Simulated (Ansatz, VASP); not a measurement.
## One calculation of AlN, two programs

Contents of INCAR:

```
SYSTEM = AlN
PREC = Accurate
ENCUT = 600
EDIFF = 1E-6
ISMEAR = 0
SIGMA = 0.05
LREAL = .FALSE.
LASPH = .TRUE.
NELM = 120
ALGO = Normal
ISIF = 2
LWAVE = .FALSE.
LCHARG = .FALSE.
GGA = PE
NBANDS = 11
GGA_COMPAT = .FALSE.
```

Contents of KPOINTS:

```
Automatic mesh
0
G
  10 10 10
  0 0 0
```

POSCAR

```
AlN
1.0
    0.0000000000      2.2015871043      2.2015871043
    2.2015871043      0.0000000000      2.2015871043
    2.2015871043      2.2015871043      0.0000000000
Al N
1 1
Direct
    0.0088424745     -0.0088424745     -0.0088424745
    0.7329668334      0.7670331666      0.7670331666
```

Input for Ansatz:

```yaml
crystal:
  lattice:
    - [0.0, 2.2015871043, 2.2015871043]
    - [2.2015871043, 0.0, 2.2015871043]
    - [2.2015871043, 2.2015871043, 0.0]
  atoms:
    - { symbol: Al, position: [0.0088424745, -0.0088424745, -0.0088424745] }
    - { symbol: "N", position: [0.7329668334, 0.7670331666, 0.7670331666] }
basis:
  ecutwfc: 420
kpoints:
  mp_grid: { grid: [10, 10, 10] }
hamiltonian:
  xc: pbe
scf:
  occupations: { method: gaussian, width: 0.05 }
output:
  forces: true
  stress: true
  eigenvalues: true
```

Change from the starting cell: mode 4 (634.6 1/cm) frozen in, largest displacement +0.075 Å.

Alike in both runs: task single point; functional PBE; k mesh 10 × 10 × 10; occupations gaussian, width 0.05 eV; no spin polarisation.

```csv
,VASP,Ansatz
version,VASP 6.6.1,Ansatz 0.2.0
potentials or method,"VASP PAW PBE potentials, release 64 (Al, N), cutoff 600 eV","scalar-relativistic, plane waves, PAW"
valence electrons in the cell,8,8
```

```tsv
	VASP	Ansatz	Ansatz less VASP
gap on the k mesh at the Fermi level (eV)	3.01	3.02	+0.008
least direct gap on the mesh (eV)	3.68	3.67	-0.009
pressure (GPa)	1.1	1.5	+0.39
traceless stress, the component that is largest in VASP (GPa)	7.00	6.96	-0.037
rms of the force components (eV/Å)	0.890	0.887	-0.0030
```

Atom by atom the forces differ by 0.003 eV/Å (rms over components).
